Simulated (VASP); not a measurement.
# C (Fd-3m) in VASP: single point with PBE

Aim: the single point of C with PBE.

Program: VASP 6.6.1. These are calculated values, not measurements. Logs are shortened: lines on timing, memory, paths and dates and some standing lists are left out, and cuts for length are marked.

### 1 The cell of the first run

It takes space group Fd-3m (No. 227, cubic). Conventional cell: a = 3.572 Å, b = 3.572 Å, c = 3.572 Å, α = 90.00°, β = 90.00°, γ = 90.00°. Within 2.1 Å of C (site symmetry -43m) lie 4 C at 1.55 Å.

### 2 Single point, PBE

INCAR reads:

```
PREC = Accurate
ENCUT = 520
EDIFF = 1E-6
ISMEAR = 0
SIGMA = 0.01
LREAL = F
LASPH = T
NELM = 60
ALGO = Normal
ISIF = 2
LWAVE = F
LCHARG = T
GGA = PE
LELF = T
LVHAR = T
NBANDS = 26
```

KPOINTS reads:

```
regular mesh
0
Gamma
  6 6 6
```

POSCAR reads:

```
C
1.0
    3.5716705104      0.0000000000      0.0000000000
    0.0000000000      3.5716705104      0.0000000000
    0.0000000000      0.0000000000      3.5716705104
C
8
Direct
    0.0000000000      0.0000000000      0.0000000000
    0.0000000000      0.5000000000      0.5000000000
    0.5000000000      0.0000000000      0.5000000000
    0.5000000000      0.5000000000      0.0000000000
    0.2500000000      0.2500000000      0.2500000000
    0.2500000000      0.7500000000      0.7500000000
    0.7500000000      0.2500000000      0.7500000000
    0.7500000000      0.7500000000      0.2500000000
```

Potentials or basis: VASP PAW PBE potentials, release 64 (C).

Started as:

```
$ cat potpaw_PBE.64/C/POTCAR > POTCAR
$ mpirun -np 1 vasp_std > vasp.out
```

OUTCAR:

```text
PREC = Accurate
   ENCUT = 520
   EDIFF = 1E-6
   ISMEAR = 0
   LREAL = F
   LASPH = T
   NELM = 60
   ISIF = 2
   GGA = PE

 ion  position               nearest neighbor table
   1  0.000  0.000  0.000-   5 1.55   6 1.55   7 1.55   8 1.55
   2  0.000  0.500  0.500-   5 1.55   6 1.55   7 1.55   8 1.55
   3  0.500  0.000  0.500-   5 1.55   6 1.55   7 1.55   8 1.55
   4  0.500  0.500  0.000-   5 1.55   6 1.55   7 1.55   8 1.55
   5  0.250  0.250  0.250-   1 1.55   2 1.55   3 1.55   4 1.55
   6  0.250  0.750  0.750-   1 1.55   2 1.55   3 1.55   4 1.55
   7  0.750  0.250  0.750-   1 1.55   2 1.55   3 1.55   4 1.55
   8  0.750  0.750  0.250-   1 1.55   2 1.55   3 1.55   4 1.55

  LATTYP: Found a simple cubic cell.
 ALAT       =     3.5716705104

  Lattice vectors:

 A1 = (   3.5716705104,   0.0000000000,   0.0000000000)
 A2 = (   0.0000000000,   3.5716705104,   0.0000000000)
 A3 = (   0.0000000000,   0.0000000000,   3.5716705104)

Analysis of symmetry for initial positions (statically):
=====================================================================
 Subroutine PRICEL returns following result:

  LATTYP: Found a face centered cubic cell.
 ALAT       =     3.5716705104

  Lattice vectors:

 A1 = (   1.7858352552,  -1.7858352552,   0.0000000000)
 A2 = (   1.7858352552,   0.0000000000,   1.7858352552)
 A3 = (   0.0000000000,  -1.7858352552,   1.7858352552)

   4 primitive cells build up your supercell.

 Routine SETGRP: Setting up the symmetry group for a
 simple cubic supercell.

 Subroutine GETGRP returns: Found 48 space group operations
 (whereof 24 operations were pure point group operations)
 out of a pool of 48 trial point group operations.

The static configuration has the point symmetry T_d .
 The point group associated with its full space group is O_h .

Analysis of symmetry for dynamics (positions and initial velocities):
=====================================================================
 Subroutine PRICEL returns following result:

  LATTYP: Found a face centered cubic cell.
 ALAT       =     3.5716705104

  Lattice vectors:

 A1 = (   1.7858352552,  -1.7858352552,   0.0000000000)
 A2 = (   1.7858352552,   0.0000000000,   1.7858352552)
 A3 = (   0.0000000000,  -1.7858352552,   1.7858352552)

   4 primitive cells build up your supercell.

 Routine SETGRP: Setting up the symmetry group for a
 simple cubic supercell.

 Subroutine GETGRP returns: Found 48 space group operations
 (whereof 24 operations were pure point group operations)
 out of a pool of 48 trial point group operations.

The dynamic configuration has the point symmetry T_d .
 The point group associated with its full space group is O_h .

 Subroutine INISYM returns: Found 48 space group operations
 (whereof 24 operations are pure point group operations),
 and found     4 'primitive' translations

----------------------------------------------------------------------------------------

                                     Primitive cell

  volume of cell :      11.3908

  direct lattice vectors                    reciprocal lattice vectors
     1.785835255 -1.785835255  0.000000000     0.279981033 -0.279981033 -0.279981033
     1.785835255  0.000000000  1.785835255     0.279981033  0.279981033  0.279981033
     0.000000000 -1.785835255  1.785835255    -0.279981033 -0.279981033  0.279981033

  length of vectors
     2.525552438  2.525552438  2.525552438     0.484941375  0.484941375  0.484941375

  position of ions in fractional coordinates (direct lattice)
     0.000000000  0.000000000  0.000000000
     0.750000000  0.750000000  0.750000000

  ion indices of the primitive-cell ions
   primitive index   ion index
                 1           1
                 2           5

----------------------------------------------------------------------------------------

 KPOINTS: regular mesh

Automatic generation of k-mesh.
 Grid dimensions read from file:
 generate k-points for:    6    6    6

 Generating k-lattice:

  Cartesian coordinates                     Fractional coordinates (reciprocal lattice)
     0.046663506  0.000000000  0.000000000     0.166666667  0.000000000  0.000000000
     0.000000000  0.046663506  0.000000000     0.000000000  0.166666667  0.000000000
     0.000000000  0.000000000  0.046663506     0.000000000  0.000000000  0.166666667

  Length of vectors
     0.046663506  0.046663506  0.046663506

  Shift w.r.t. Gamma in fractional coordinates (k-lattice)
     0.000000000  0.000000000  0.000000000

 Subroutine IBZKPT returns following result:
 ===========================================

 Found     20 irreducible k-points:

 Following reciprocal coordinates:
            Coordinates               Weight
  0.000000  0.000000  0.000000      1.000000
  0.166667  0.000000  0.000000      6.000000
  0.333333  0.000000  0.000000      6.000000
  0.500000  0.000000  0.000000      3.000000
  0.166667  0.166667  0.000000     12.000000
  0.333333  0.166667  0.000000     24.000000
[... 12 lines left out ...]
  0.500000  0.500000  0.333333      6.000000
  0.500000  0.500000  0.500000      1.000000
   k-points           NKPTS =     20   k-points in BZ     NKDIM =     20   number of bands    NBANDS=     26
   number of dos      NEDOS =    301   number of ions     NIONS =      8
   total plane-waves  NPLWV =  21952
   dimension x,y,z NGX =    28 NGY =   28 NGZ =   28
   dimension x,y,z NGXF=    56 NGYF=   56 NGZF=   56
   ions per type =               8
   NGX,Y,Z   is equivalent  to a cutoff of  13.03, 13.03, 13.03 a.u.
   NGXF,Y,Z  is equivalent  to a cutoff of  26.07, 26.07, 26.07 a.u.
 SYSTEM =  unknown system
   PREC   = accura    normal or accurate (medium, high low for compatibility)
   ISTART =      0    job   : 0-new  1-cont  2-samecut
   ICHARG =      2    charge: 1-file 2-atom 10-const
   ISPIN  =      1    spin polarized calculation?
   LNONCOLLINEAR =      F non collinear calculations
   LSORBIT =      F    spin-orbit coupling
   LASPH  =      T    aspherical Exc in radial PAW
   ENCUT  =  520.0 eV  38.22 Ry    6.18 a.u.   6.64  6.64  6.64*2*pi/ulx,y,z
   NELM   =     60;   NELMIN=  2; NELMDL= -5     # of ELM steps
   EDIFF  = 0.1E-05   stopping-criterion for ELM
   LREAL  =      F    real-space projection
   EDIFFG = 0.1E-04   stopping-criterion for IOM
   NSW    =      0    number of steps for IOM
   IBRION =     -1    ionic relax: 0-MD 1-quasi-New 2-CG
   NFREE  =      0    steps in history (QN), initial steepest desc. (CG)
   ISIF   =      2    stress and relaxation
   ISYM   =      2    0-nonsym 1-usesym 2-fastsym
   POTIM  = 0.5000    time-step for ionic-motion
   TEBEG  =    0.0;   TEEND  =   0.0 temperature during run
   PSTRESS=    0.0 pullay stress
   NELECT =      32.0000    total number of electrons
   NUPDOWN=      -1.0000    fix difference up-down
   EMIN   =  10.00;   EMAX   =-10.00  energy-range for DOS
   EFERMI =   0.00;   METHOD = LEGACY
   ISMEAR =     0;   SIGMA  =   0.01  broadening in eV -4-tet -1-fermi 0-gaus
   EFERMI_NEDOS =   21; number of points for ismear=-14 and -15
   IALGO  =     38    algorithm
   IMIX   =      4    mixing-type and parameters
     AMIX     =   0.40;   BMIX     =  1.00
     AMIX_MAG =   1.60;   BMIX_MAG =  1.00
  volume/ion in A,a.u.               =       5.70        38.43
  Fermi-wavevector in a.u.,A,eV,Ry     =   1.455191  2.749913 28.811450  2.117582
  Thomas-Fermi vector in A             =   2.572255
   LORBIT       =      0    0 simple, 1 ext, 2 COOP (PROOUT), +10 PAW based schemes
   GGA     = PE    functional components
   LHFCALC =     F    Hartree Fock is set to
   AEXX    =    0.0000 exact exchange contribution
   IVDW    =     0    specifies the selected vdW correction
   LEPSILON=     F    determine dielectric tensor
   LRPA    =     F    only Hartree local field effects (RPA)
 non-spin polarized calculation
 Gauss-broadening in eV      SIGMA  =   0.01
  energy-cutoff  :      520.00
  volume of cell :       45.56
 maximum number of plane-waves:      1253
 NGX is ok and might be reduce to    28
   NGX = 13   NGY = 13   NGZ = 13

 number of electron      31.9999996 magnetization

 Free energy of the ion-electron system (eV)
  ---------------------------------------------------
  ext. energy  EPLUGINS =         0.00000000
  ---------------------------------------------------
  free energy    TOTEN  =       -72.74290886 eV

  energy without entropy =      -72.74290886  energy(sigma->0) =      -72.74290886

 E-fermi :   9.7236     XC(G=0): -13.2301

 val. band max:        9.6700689715   @ k =   0.0000   0.0000   0.0000
 cond. band min:      13.8138012218   @ k =   0.3333   0.0000   0.0000
 fundamental gap:      4.1437322503
 Fermi energy:         9.7236406231

 k-point     1 :       0.0000    0.0000    0.0000
  band No.  band energies     occupation
      1     -11.7515      2.00000
      2      -3.0639      2.00000
      3      -3.0639      2.00000
      4      -3.0639      2.00000
      5      -3.0639      2.00000
      6      -3.0639      2.00000
[... 18 lines left out ...]
     25      15.2487      0.00000
     26      22.9072      0.00000

 k-point     2 :       0.1667    0.0000    0.0000
  band No.  band energies     occupation
      1     -11.4958      2.00000
      2      -5.5812      2.00000
      3      -2.9061      2.00000
      4      -2.9061      2.00000
      5      -2.9061      2.00000
      6      -2.9061      2.00000
[... 18 lines left out ...]
     25      16.3742      0.00000
     26      23.0334      0.00000

 k-point     3 :       0.3333    0.0000    0.0000
  band No.  band energies     occupation
      1     -10.7322      2.00000
      2      -7.7418      2.00000
      3      -2.5243      2.00000
      4      -2.5243      2.00000
      5      -2.5243      2.00000
      6      -2.5243      2.00000
[... 456 lines left out ...]
 k-point    19 :       0.5000    0.5000    0.3333
  band No.  band energies     occupation
      1      -6.4869      2.00000
      2      -6.4869      2.00000
      3      -6.4869      2.00000
      4      -6.4869      2.00000
      5      -2.7230      2.00000
      6      -2.7230      2.00000
[... 18 lines left out ...]
     25      19.0867      0.00000
     26      19.0867      0.00000

 k-point    20 :       0.5000    0.5000    0.5000
  band No.  band energies     occupation
      1      -5.9993      2.00000
      2      -5.9993      2.00000
      3      -5.9993      2.00000
      4      -5.9993      2.00000
      5      -3.6560      2.00000
      6      -3.6560      2.00000
[... 18 lines left out ...]
     25      18.4622      0.00000
     26      18.4622      0.00000

------------------------ aborting loop because EDIFF is reached ----------------------------------------

  FORCE on cell =-STRESS in cart. coord.  units (eV):
  Direction    XX          YY          ZZ          XY          YZ          ZX
  --------------------------------------------------------------------------------------
  -------------------------------------------------------------------------------------
  Total        0.1809113      0.1809113      0.1809113     -0.0000000     -0.0000000      0.0000000
  in kB        6.3615386      6.3615386      6.3615386     -0.0000000     -0.0000000      0.0000000
  external PRESSURE =       6.3615386 kB  Pullay stress =       0.0000000 kB

 VOLUME and BASIS-vectors are now :
 -----------------------------------------------------------------------------
  energy-cutoff  :      520.00
  volume of cell :       45.56
      direct lattice vectors                 reciprocal lattice vectors
     3.571670510  0.000000000  0.000000000     0.279981033  0.000000000  0.000000000
     0.000000000  3.571670510  0.000000000     0.000000000  0.279981033  0.000000000
     0.000000000  0.000000000  3.571670510     0.000000000  0.000000000  0.279981033

 POSITION                                       TOTAL-FORCE (eV/Angst)
 -----------------------------------------------------------------------------------
      0.00000      0.00000      0.00000        -0.000000     -0.000000     -0.000000
      0.00000      1.78584      1.78584         0.000000     -0.000000     -0.000000
      1.78584      0.00000      1.78584        -0.000000      0.000000     -0.000000
      1.78584      1.78584      0.00000        -0.000000     -0.000000     -0.000000
      0.89292      0.89292      0.89292        -0.000000      0.000000      0.000000
      0.89292      2.67875      2.67875         0.000000      0.000000      0.000000
      2.67875      0.89292      2.67875         0.000000     -0.000000      0.000000
      2.67875      2.67875      0.89292         0.000000      0.000000      0.000000
 -----------------------------------------------------------------------------------
    total drift:                                0.000000      0.000000      0.000000

  FREE ENERGIE OF THE ION-ELECTRON SYSTEM (eV)
  ---------------------------------------------------
  free  energy   TOTEN  =       -72.7429088606 eV

  energy  without entropy=      -72.7429088606  energy(sigma->0) =      -72.74290886
```

Wall time 26 s (1 thread of Intel Xeon Platinum 8259CL at 2.50GHz (Skylake/Cascade Lake), shared host); peak memory 0.15 GiB.

What came out:

- Free energy: -72.7429 eV
- Pressure: 0.6 GPa
- Band gap on the k mesh: 4.14 eV

A k mesh can miss the band edges. A hybrid or GW would open this gap; PBE tends to underestimate it.
